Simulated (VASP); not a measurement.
# TlBr (Pm-3m) in VASP: single point with r2SCAN

Aim: the single point of TlBr with r2SCAN.

All numbers are computed with VASP 6.6.1; they aren't measurements. Logs are shortened: lines on timing, memory, paths and dates and some standing lists are left out, and cuts for length are marked.

**1. The cell of the first run**

Symmetry: Pm-3m, No. 221, cubic system. The conventional cell has a = 3.996 Å, b = 3.996 Å, c = 3.996 Å, α = 90.00°, β = 90.00°, γ = 90.00°. Tl (site symmetry m-3m) has 8 Br at 3.46 Å and 6 Tl at 4.00 Å within 4.5 Å. Within 4.5 Å of Br (site symmetry m-3m) lie 8 Tl at 3.46 Å and 6 Br at 4.00 Å.

**2. Single point, r2SCAN**

Contents of POSCAR:

```
TlBr
1.0
    3.9964367044      0.0000000000      0.0000000000
    0.0000000000      3.9964367044      0.0000000000
    0.0000000000      0.0000000000      3.9964367044
Tl Br
1 1
Direct
    0.0000000000      0.0000000000      0.0000000000
    0.5000000000      0.5000000000      0.5000000000
```

Contents of INCAR.step1:

```
ALGO = Normal ; EDIFF = 1E-5
ENCUT = 550 ; GGA = PE
GGA_COMPAT = F ; ISMEAR = -1
LASPH = T ; LCHARG = F
LREAL = F ; LWAVE = T
NBANDS = 17 ; NELM = 120
PREC = Accurate ; SIGMA = 0.1
```

Contents of INCAR.step2:

```
ALGO = Normal ; EDIFF = 1E-6
ENCUT = 550 ; GGA_COMPAT = F
ISIF = 2 ; ISMEAR = -1
ISTART = 1 ; LASPH = T
LCHARG = F ; LMIXTAU = T
LREAL = F ; LWAVE = F
METAGGA = R2SCAN ; NBANDS = 17
NELM = 120 ; PREC = Accurate
SIGMA = 0.1
```

Contents of KPOINTS:

```
k-points
0
Gamma
  10 10 10
```

Potentials or basis: VASP PAW PBE potentials, release 64 (Tl_d, Br).

Launch:

```bash
$ cat potpaw_PBE.64/Tl_d/POTCAR potpaw_PBE.64/Br/POTCAR > POTCAR
$ cp INCAR.step1 INCAR
$ mpirun -np 1 vasp_std > vasp.out
$ cp INCAR.step2 INCAR
$ mpirun -np 1 vasp_std > vasp.out
```

OUTCAR:

```text
EDIFF = 1E-6
   ENCUT = 550
   ISIF = 2
   ISMEAR = -1
   ISTART = 1
   LASPH = T
   LREAL = F
   METAGGA = R2SCAN
   NELM = 120
   PREC = Accurate

 ion  position               nearest neighbor table
   1  0.000  0.000  0.000-   2 3.46   2 3.46   2 3.46   2 3.46   2 3.46   2 3.46   2 3.46   2 3.46

   2  0.500  0.500  0.500-   1 3.46   1 3.46   1 3.46   1 3.46   1 3.46   1 3.46   1 3.46   1 3.46

  LATTYP: Found a simple cubic cell.
 ALAT       =     3.9964367044

  Lattice vectors:

 A1 = (   3.9964367044,   0.0000000000,   0.0000000000)
 A2 = (   0.0000000000,   3.9964367044,   0.0000000000)
 A3 = (   0.0000000000,   0.0000000000,   3.9964367044)

Analysis of symmetry for initial positions (statically):
=====================================================================
 Subroutine PRICEL returns:
 Original cell was already a primitive cell.

 Routine SETGRP: Setting up the symmetry group for a
 simple cubic supercell.

 Subroutine GETGRP returns: Found 48 space group operations
 (whereof 48 operations were pure point group operations)
 out of a pool of 48 trial point group operations.

The static configuration has the point symmetry O_h .

Analysis of symmetry for dynamics (positions and initial velocities):
=====================================================================
 Subroutine PRICEL returns:
 Original cell was already a primitive cell.

 Routine SETGRP: Setting up the symmetry group for a
 simple cubic supercell.

 Subroutine GETGRP returns: Found 48 space group operations
 (whereof 48 operations were pure point group operations)
 out of a pool of 48 trial point group operations.

The dynamic configuration has the point symmetry O_h .

 Subroutine INISYM returns: Found 48 space group operations
 (whereof 48 operations are pure point group operations),
 and found     1 'primitive' translations

----------------------------------------------------------------------------------------

                                     Primitive cell

  volume of cell :      63.8291

  direct lattice vectors                    reciprocal lattice vectors
     3.996436704  0.000000000  0.000000000     0.250222905  0.000000000  0.000000000
     0.000000000  3.996436704  0.000000000     0.000000000  0.250222905  0.000000000
     0.000000000  0.000000000  3.996436704     0.000000000  0.000000000  0.250222905

  length of vectors
     3.996436704  3.996436704  3.996436704     0.250222905  0.250222905  0.250222905

  position of ions in fractional coordinates (direct lattice)
     0.000000000  0.000000000  0.000000000
     0.500000000  0.500000000  0.500000000

  ion indices of the primitive-cell ions
   primitive index   ion index
                 1           1
                 2           2

----------------------------------------------------------------------------------------

 KPOINTS: k-points

Automatic generation of k-mesh.
 Grid dimensions read from file:
 generate k-points for:   10   10   10

 Generating k-lattice:

  Cartesian coordinates                     Fractional coordinates (reciprocal lattice)
     0.025022290  0.000000000  0.000000000     0.100000000  0.000000000  0.000000000
     0.000000000  0.025022290  0.000000000     0.000000000  0.100000000  0.000000000
     0.000000000  0.000000000  0.025022290     0.000000000  0.000000000  0.100000000

  Length of vectors
     0.025022290  0.025022290  0.025022290

  Shift w.r.t. Gamma in fractional coordinates (k-lattice)
     0.000000000  0.000000000  0.000000000

 Subroutine IBZKPT returns following result:
 ===========================================

 Found     56 irreducible k-points:

 Following reciprocal coordinates:
            Coordinates               Weight
  0.000000  0.000000  0.000000      1.000000
  0.100000  0.000000  0.000000      6.000000
  0.200000  0.000000  0.000000      6.000000
  0.300000  0.000000  0.000000      6.000000
  0.400000  0.000000  0.000000      6.000000
  0.500000  0.000000  0.000000      3.000000
[... 16 lines left out ...]
  0.200000  0.100000  0.100000     24.000000
  0.300000  0.100000  0.100000     24.000000
 [... further k-points ...]
   k-points           NKPTS =     56   k-points in BZ     NKDIM =     56   number of bands    NBANDS=     17
   number of dos      NEDOS =    301   number of ions     NIONS =      2
   total plane-waves  NPLWV =  32768
   dimension x,y,z NGX =    32 NGY =   32 NGZ =   32
   dimension x,y,z NGXF=    64 NGYF=   64 NGZF=   64
   ions per type =               1   1
   NGX,Y,Z   is equivalent  to a cutoff of  13.31, 13.31, 13.31 a.u.
   NGXF,Y,Z  is equivalent  to a cutoff of  26.62, 26.62, 26.62 a.u.
 SYSTEM =  unknown system
   PREC   = accura    normal or accurate (medium, high low for compatibility)
   ISTART =      1    job   : 0-new  1-cont  2-samecut
   ICHARG =      0    charge: 1-file 2-atom 10-const
   ISPIN  =      1    spin polarized calculation?
   LNONCOLLINEAR =      F non collinear calculations
   LSORBIT =      F    spin-orbit coupling
   LASPH  =      T    aspherical Exc in radial PAW
   ENCUT  =  550.0 eV  40.42 Ry    6.36 a.u.   7.64  7.64  7.64*2*pi/ulx,y,z
   NELM   =    120;   NELMIN=  2; NELMDL=  0     # of ELM steps
   EDIFF  = 0.1E-05   stopping-criterion for ELM
   LREAL  =      F    real-space projection
   EDIFFG = 0.1E-04   stopping-criterion for IOM
   NSW    =      0    number of steps for IOM
   IBRION =     -1    ionic relax: 0-MD 1-quasi-New 2-CG
   NFREE  =      0    steps in history (QN), initial steepest desc. (CG)
   ISIF   =      2    stress and relaxation
   ISYM   =      2    0-nonsym 1-usesym 2-fastsym
   POTIM  = 0.5000    time-step for ionic-motion
   TEBEG  =    0.0;   TEEND  =   0.0 temperature during run
   PSTRESS=    0.0 pullay stress
   NELECT =      20.0000    total number of electrons
   NUPDOWN=      -1.0000    fix difference up-down
   EMIN   =  10.00;   EMAX   =-10.00  energy-range for DOS
   EFERMI =   0.00;   METHOD = LEGACY
   ISMEAR =    -1;   SIGMA  =   0.10  broadening in eV -4-tet -1-fermi 0-gaus
   EFERMI_NEDOS =   21; number of points for ismear=-14 and -15
   IALGO  =     38    algorithm
   IMIX   =      4    mixing-type and parameters
     AMIX     =   0.40;   BMIX     =  1.00
     AMIX_MAG =   1.60;   BMIX_MAG =  1.00
  volume/ion in A,a.u.               =      31.91       215.37
  Fermi-wavevector in a.u.,A,eV,Ry     =   1.111933  2.101248 16.822170  1.236395
  Thomas-Fermi vector in A             =   2.248501
   LORBIT       =      0    0 simple, 1 ext, 2 COOP (PROOUT), +10 PAW based schemes
   METAGGA = R2SCAN    functional components
   LHFCALC =     F    Hartree Fock is set to
   AEXX    =    0.0000 exact exchange contribution
   IVDW    =     0    specifies the selected vdW correction
   LEPSILON=     F    determine dielectric tensor
   LRPA    =     F    only Hartree local field effects (RPA)
 non-spin polarized calculation
  energy-cutoff  :      550.00
  volume of cell :       63.83
 maximum number of plane-waves:      1888
 NGX is ok and might be reduce to    32
   NGX = 15   NGY = 15   NGZ = 15

 number of electron      20.0000001 magnetization

 Free energy of the ion-electron system (eV)
  ---------------------------------------------------
  ext. energy  EPLUGINS =         0.00000000
  ---------------------------------------------------
  free energy    TOTEN  =       -68.38151473 eV

  energy without entropy =      -68.38151433  energy(sigma->0) =      -68.38151453

 E-fermi :   3.1768     XC(G=0):  -9.3658

 val. band max:        1.9422470700   @ k =   0.5000   0.0000   0.0000
 cond. band min:       4.2767107005   @ k =   0.5000   0.0000   0.0000
 fundamental gap:      2.3344636305
 Fermi energy:         3.1767661601

 k-point     1 :       0.0000    0.0000    0.0000
  band No.  band energies     occupation
      1     -12.2133      2.00000
      2      -8.4859      2.00000
      3      -8.4859      2.00000
      4      -8.3106      2.00000
      5      -8.3106      2.00000
      6      -8.3106      2.00000
[... 9 lines left out ...]
     16      13.7660      0.00000
     17      16.0921      0.00000

 k-point     2 :       0.1000    0.0000    0.0000
  band No.  band energies     occupation
      1     -12.1923      2.00000
      2      -8.4850      2.00000
      3      -8.4736      2.00000
      4      -8.3161      2.00000
      5      -8.3161      2.00000
      6      -8.3101      2.00000
[... 9 lines left out ...]
     16      14.3763      0.00000
     17      15.9007      0.00000

 k-point     3 :       0.2000    0.0000    0.0000
  band No.  band energies     occupation
      1     -12.1361      2.00000
      2      -8.4826      2.00000
      3      -8.4419      2.00000
      4      -8.3305      2.00000
      5      -8.3305      2.00000
      6      -8.3088      2.00000
[... 9 lines left out ...]
     16      15.3187      0.00000
     17      15.5328      0.00000

 k-point     4 :       0.3000    0.0000    0.0000
  band No.  band energies     occupation
      1     -12.0644      2.00000
      2      -8.4797      2.00000
      3      -8.4035      2.00000
      4      -8.3481      2.00000
      5      -8.3481      2.00000
      6      -8.3072      2.00000
[... 9 lines left out ...]
     16      14.1718      0.00000
     17      16.0686      0.00000
[... 343 lines left out ...]
      1     -12.1527      2.00000
      2      -8.4659      2.00000
      3      -8.4659      2.00000
      4      -8.3202      2.00000
      5      -8.3202      2.00000
      6      -8.3202      2.00000
[... 9 lines left out ...]
     16      14.7942      0.00000
     17      15.2377      0.00000

 k-point    23 :       0.2000    0.1000    0.1000
  band No.  band energies     occupation
      1     -12.1010      2.00000
      2      -8.4637      2.00000
      3      -8.4334      2.00000
      4      -8.3352      2.00000
      5      -8.3294      2.00000
      6      -8.3186      2.00000
[... 9 lines left out ...]
     16      14.3461      0.00000
     17      15.0971      0.00000

 k-point    24 :       0.3000    0.1000    0.1000
  band No.  band energies     occupation
      1     -12.0351      2.00000
      2      -8.4608      2.00000
      3      -8.3940      2.00000
      4      -8.3536      2.00000
      5      -8.3400      2.00000
      6      -8.3167      2.00000
[... 9 lines left out ...]
     16      14.0286      0.00000
     17      14.7201      0.00000

 [... further k-points ...]
[... 5 lines left out ...]
  --------------------------------------------------------------------------------------
  -------------------------------------------------------------------------------------
  Total       -0.0089603     -0.0089603     -0.0089603     -0.0000000     -0.0000000      0.0000000
  in kB       -0.2249128     -0.2249128     -0.2249128     -0.0000000     -0.0000000      0.0000000
  external PRESSURE =      -0.2249128 kB  Pullay stress =       0.0000000 kB

 VOLUME and BASIS-vectors are now :
 -----------------------------------------------------------------------------
  energy-cutoff  :      550.00
  volume of cell :       63.83
      direct lattice vectors                 reciprocal lattice vectors
     3.996436704  0.000000000  0.000000000     0.250222905  0.000000000  0.000000000
     0.000000000  3.996436704  0.000000000     0.000000000  0.250222905  0.000000000
     0.000000000  0.000000000  3.996436704     0.000000000  0.000000000  0.250222905

 POSITION                                       TOTAL-FORCE (eV/Angst)
 -----------------------------------------------------------------------------------
      0.00000      0.00000      0.00000         0.000000      0.000000      0.000000
      1.99822      1.99822      1.99822         0.000000      0.000000      0.000000
 -----------------------------------------------------------------------------------
    total drift:                                0.000000      0.000000     -0.000000

  FREE ENERGIE OF THE ION-ELECTRON SYSTEM (eV)
  ---------------------------------------------------
  free  energy   TOTEN  =       -68.3815147260 eV

  energy  without entropy=      -68.3815143344  energy(sigma->0) =      -68.38151453
```

Wall time 1.9 min (1 thread of AMD EPYC 9R45 (Zen 5), shared host); peak memory 0.2 GiB.

Results:

| Property | Result |
| --- | --- |
| Free energy | -68.3815 eV |
| Pressure | 0.0 GPa |
| Band gap on the k mesh | 2.33 eV, direct |

Caveat: the PAW data sets were made with another functional, which shifts forces and pressure a little; spin-orbit coupling is left out, which moves the levels of the heavy elements. A k mesh can miss the band edges.
